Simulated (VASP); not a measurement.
# Al2O3 (P-6m2) in VASP: single point with PBEsol

Aim: the single point of Al2O3 with PBEsol.

Program: VASP 6.6.1. These are calculated values, not measurements. Logs are shortened: lines on timing, memory, paths and dates and some standing lists are left out, and cuts for length are marked.

**1. The cell of the first run**

Symmetry: P-6m2, No. 187, hexagonal system. The conventional cell has a = 2.862 Å, b = 2.862 Å, c = 9.320 Å, α = 90.00°, β = 90.00°, γ = 120.00°. Al (site symmetry 3m) has 6 O at 1.79 to 2.16 Å within 2.4 Å. Within 2.4 Å of O (site symmetry 3m) lie 3 Al at 1.79 Å. O (site symmetry -6m2) has 6 Al at 2.16 Å and 12 O at 2.64 to 2.86 Å within 2.9 Å.

**2. Single point, PBEsol**

The input, INCAR:

```
SYSTEM = Al2O3
PREC     = Accurate       ! precision mode
ENCUT    = 520            ! plane-wave cutoff, eV
EDIFF    = 1E-6           ! SCF threshold, eV
ISMEAR   = 0              ! smearing method
SIGMA    = 0.05           ! smearing width, eV
LREAL    = .False.        ! projectors in reciprocal space
LASPH    = .True.         ! aspherical terms in the spheres
NELM     = 60             ! most SCF steps
ALGO     = Normal         ! electronic algorithm
ISIF     = 2              ! what is computed and relaxed
LWAVE    = .False.        ! write WAVECAR
LCHARG   = .False.        ! write CHGCAR
GGA      = PS             ! functional
NBANDS   = 20             ! bands
```

The input, KPOINTS:

```
Automatic mesh
0
Gamma
  12 12 4
  0 0 0
```

The input, POSCAR:

```
Al2O3
1.0
    2.8623092274      0.0000000000      0.0000000000
   -1.4311546137      2.4788325044      0.0000000000
    0.0000000000      0.0000000000      9.3196160910
Al O
2 3
Direct
    0.0000000000      0.0000000000      0.1487644540
    0.0000000000      0.0000000000      0.8512355460
    0.3333333333      0.6666666667      0.2215798693
    0.6666666667      0.3333333333      0.0000000000
    0.3333333333      0.6666666667      0.7784201307
```

Potentials or basis: VASP PAW PBE potentials, release 64 (Al, O).

Started as:

```console
cat potpaw_PBE.64/Al/POTCAR potpaw_PBE.64/O/POTCAR > POTCAR
mpirun -np 1 vasp_std > vasp.out
```

OUTCAR:

```text
SYSTEM = Al2O3
   PREC = Accurate
   ENCUT = 520
   EDIFF = 1E-6
   ISMEAR = 0
   LREAL = .False.
   LASPH = .True.
   NELM = 60
   ISIF = 2
   GGA = PS

 ion  position               nearest neighbor table
   1  0.000  0.000  0.149-   3 1.79   3 1.79   3 1.79   4 2.16   4 2.16   4 2.16   2 2.77
   2  0.000  0.000  0.851-   5 1.79   5 1.79   5 1.79   4 2.16   4 2.16   4 2.16   1 2.77
   3  0.333  0.667  0.222-   1 1.79   1 1.79   1 1.79
   4  0.667  0.333  0.000-   1 2.16   2 2.16   1 2.16   2 2.16   1 2.16   2 2.16
   5  0.333  0.667  0.778-   2 1.79   2 1.79   2 1.79

  LATTYP: Found a hexagonal cell.
 ALAT       =     2.8623092274
 C/A-ratio  =     3.2559780759

  Lattice vectors:

 A1 = (   2.8623092274,   0.0000000000,   0.0000000000)
 A2 = (  -1.4311546137,   2.4788325044,   0.0000000000)
 A3 = (   0.0000000000,   0.0000000000,   9.3196160910)

Analysis of symmetry for initial positions (statically):
=====================================================================
 Subroutine PRICEL returns:
 Original cell was already a primitive cell.

 Routine SETGRP: Setting up the symmetry group for a
 hexagonal supercell.

 Subroutine GETGRP returns: Found 12 space group operations
 (whereof 12 operations were pure point group operations)
 out of a pool of 24 trial point group operations.

The static configuration has the point symmetry D_3h.

Analysis of symmetry for dynamics (positions and initial velocities):
=====================================================================
 Subroutine PRICEL returns:
 Original cell was already a primitive cell.

 Routine SETGRP: Setting up the symmetry group for a
 hexagonal supercell.

 Subroutine GETGRP returns: Found 12 space group operations
 (whereof 12 operations were pure point group operations)
 out of a pool of 24 trial point group operations.

The dynamic configuration has the point symmetry D_3h.

 Subroutine INISYM returns: Found 12 space group operations
 (whereof 12 operations are pure point group operations),
 and found     1 'primitive' translations

----------------------------------------------------------------------------------------

                                     Primitive cell

  volume of cell :      66.1244

[... 93 lines left out ...]
   NELM   =     60;   NELMIN=  2; NELMDL= -5     # of ELM steps
   EDIFF  = 0.1E-05   stopping-criterion for ELM
   LREAL  =      F    real-space projection
   EDIFFG = 0.1E-04   stopping-criterion for IOM
   NSW    =      0    number of steps for IOM
   IBRION =     -1    ionic relax: 0-MD 1-quasi-New 2-CG
   NFREE  =      0    steps in history (QN), initial steepest desc. (CG)
   ISIF   =      2    stress and relaxation
   ISYM   =      2    0-nonsym 1-usesym 2-fastsym
   POTIM  = 0.5000    time-step for ionic-motion
   TEBEG  =    0.0;   TEEND  =   0.0 temperature during run
   PSTRESS=    0.0 pullay stress
   NELECT =      24.0000    total number of electrons
   NUPDOWN=      -1.0000    fix difference up-down
   EMIN   =  10.00;   EMAX   =-10.00  energy-range for DOS
   EFERMI =   0.00;   METHOD = LEGACY
   ISMEAR =     0;   SIGMA  =   0.05  broadening in eV -4-tet -1-fermi 0-gaus
   EFERMI_NEDOS =   21; number of points for ismear=-14 and -15
   IALGO  =     38    algorithm
   IMIX   =      4    mixing-type and parameters
     AMIX     =   0.40;   BMIX     =  1.00
     AMIX_MAG =   1.60;   BMIX_MAG =  1.00
  volume/ion in A,a.u.               =      13.22        89.25
  Fermi-wavevector in a.u.,A,eV,Ry     =   1.167772  2.206769 18.554143  1.363691
  Thomas-Fermi vector in A             =   2.304267
   LORBIT       =      0    0 simple, 1 ext, 2 COOP (PROOUT), +10 PAW based schemes
   GGA     = PS    functional components
   LHFCALC =     F    Hartree Fock is set to
   AEXX    =    0.0000 exact exchange contribution
   IVDW    =     0    specifies the selected vdW correction
   LEPSILON=     F    determine dielectric tensor
   LRPA    =     F    only Hartree local field effects (RPA)
 non-spin polarized calculation
 Gauss-broadening in eV      SIGMA  =   0.05
  energy-cutoff  :      520.00
  volume of cell :       66.12
 maximum number of plane-waves:      1810
 NGX is ok and might be reduce to    24
   NGX = 11   NGY = 11   NGZ = 35

 number of electron      23.9999983 magnetization

 Free energy of the ion-electron system (eV)
  ---------------------------------------------------
  ext. energy  EPLUGINS =         0.00000000
  ---------------------------------------------------
  free energy    TOTEN  =       -38.14143975 eV

  energy without entropy =      -38.14143975  energy(sigma->0) =      -38.14143975

 E-fermi :   1.1583     XC(G=0):  -8.6646

 val. band max:        0.8753510211   @ k =   0.1667   0.0000   0.0000
 cond. band min:       5.7859025456   @ k =   0.0000   0.0000   0.0000
 fundamental gap:      4.9105515246
 Fermi energy:         1.1582951668

 k-point     1 :       0.0000    0.0000    0.0000
  band No.  band energies     occupation
      1     -17.9492      2.00000
      2     -16.7905      2.00000
      3     -15.6144      2.00000
      4      -4.2502      2.00000
      5      -1.2508      2.00000
      6      -0.6128      2.00000
[... 541 lines left out ...]
     19      13.7895      0.00000
     20      15.0648      0.00000

 [... further k-points ...]

------------------------ aborting loop because EDIFF is reached ----------------------------------------

  FORCE on cell =-STRESS in cart. coord.  units (eV):
  Direction    XX          YY          ZZ          XY          YZ          ZX
  --------------------------------------------------------------------------------------
  -------------------------------------------------------------------------------------
  Total        0.1535910      0.1535910     -0.0584138      0.0000000      0.0000000      0.0000000
  in kB        3.7214713      3.7214713     -1.4153504      0.0000000      0.0000000      0.0000000
  external PRESSURE =       2.0091974 kB  Pullay stress =       0.0000000 kB

 VOLUME and BASIS-vectors are now :
 -----------------------------------------------------------------------------
  energy-cutoff  :      520.00
  volume of cell :       66.12
      direct lattice vectors                 reciprocal lattice vectors
     2.862309227  0.000000000  0.000000000     0.349368262  0.201707860  0.000000000
    -1.431154614  2.478832504  0.000000000     0.000000000  0.403415720  0.000000000
     0.000000000  0.000000000  9.319616091     0.000000000  0.000000000  0.107300557

 POSITION                                       TOTAL-FORCE (eV/Angst)
 -----------------------------------------------------------------------------------
      0.00000      0.00000      1.38643        -0.000000      0.000000      0.029122
      0.00000      0.00000      7.93319        -0.000000      0.000000     -0.029122
     -0.00000      1.65256      2.06504         0.000000      0.000000     -0.015626
      1.43115      0.82628      0.00000        -0.000000     -0.000000      0.000000
     -0.00000      1.65256      7.25458         0.000000      0.000000      0.015626
 -----------------------------------------------------------------------------------
    total drift:                                0.000000     -0.000000      0.000000

  FREE ENERGIE OF THE ION-ELECTRON SYSTEM (eV)
  ---------------------------------------------------
  free  energy   TOTEN  =       -38.1414397459 eV

  energy  without entropy=      -38.1414397459  energy(sigma->0) =      -38.14143975
```

OSZICAR:

```text
N       E                     dE             d eps       ncg     rms          rms(c)
DAV:   1     0.119153213975E+03    0.11915E+03   -0.12222E+04  2280   0.107E+03
DAV:   2    -0.337282848557E+02   -0.15288E+03   -0.14806E+03  2764   0.250E+02
DAV:   3    -0.421842102196E+02   -0.84559E+01   -0.84252E+01  3052   0.611E+01
DAV:   4    -0.422707739772E+02   -0.86564E-01   -0.86541E-01  2860   0.678E+00
DAV:   5    -0.422722285814E+02   -0.14546E-02   -0.14546E-02  2944   0.841E-01    0.121E+01
DAV:   6    -0.382354048573E+02    0.40368E+01   -0.12489E+01  2504   0.254E+01    0.453E+00
DAV:   7    -0.381908570911E+02    0.44548E-01   -0.48637E-01  2760   0.461E+00    0.250E+00
DAV:   8    -0.381453606593E+02    0.45496E-01   -0.61018E-02  2880   0.225E+00    0.759E-01
DAV:   9    -0.381382806492E+02    0.70800E-02   -0.16523E-02  2996   0.113E+00    0.200E-01
DAV:  10    -0.381393988304E+02   -0.11182E-02   -0.38976E-03  2612   0.411E-01    0.157E-01
DAV:  11    -0.381411854910E+02   -0.17867E-02   -0.37034E-03  2460   0.569E-01    0.870E-02
DAV:  12    -0.381413973929E+02   -0.21190E-03   -0.59371E-04  2540   0.173E-01    0.570E-02
DAV:  13    -0.381414451822E+02   -0.47789E-04   -0.28329E-04  2440   0.131E-01    0.200E-02
DAV:  14    -0.381414399053E+02    0.52769E-05   -0.22788E-05  2844   0.484E-02    0.597E-03
DAV:  15    -0.381414397459E+02    0.15943E-06   -0.49604E-06  2552   0.161E-02
   1 F= -.38141440E+02 E0= -.38141440E+02  d E =-.563821E-17
```

Wall time 1.7 min (1 thread of Intel Xeon 8259CL, shared host); peak memory 0.21 GiB.

Results:

| Property | Result |
| --- | --- |
| Free energy | -38.1414 eV |
| Pressure | 0.2 GPa |
| Largest force | 0.029 eV/Å |
| Band gap on the k mesh | 4.91 eV, indirect (least direct gap 5.16 eV) |

Forces on the atoms (eV/Å):
```
Al   0.000  0.000  0.029
Al   0.000  0.000 -0.029
O    0.000  0.000 -0.016
O    0.000  0.000  0.000
O    0.000  0.000  0.016
```

Stress tensor (GPa, compression positive):
```
 0.37  0.00  0.00
 0.00  0.37  0.00
 0.00  0.00 -0.14
```

Caveat: the PAW data sets were made with another functional, which shifts forces and pressure a little.
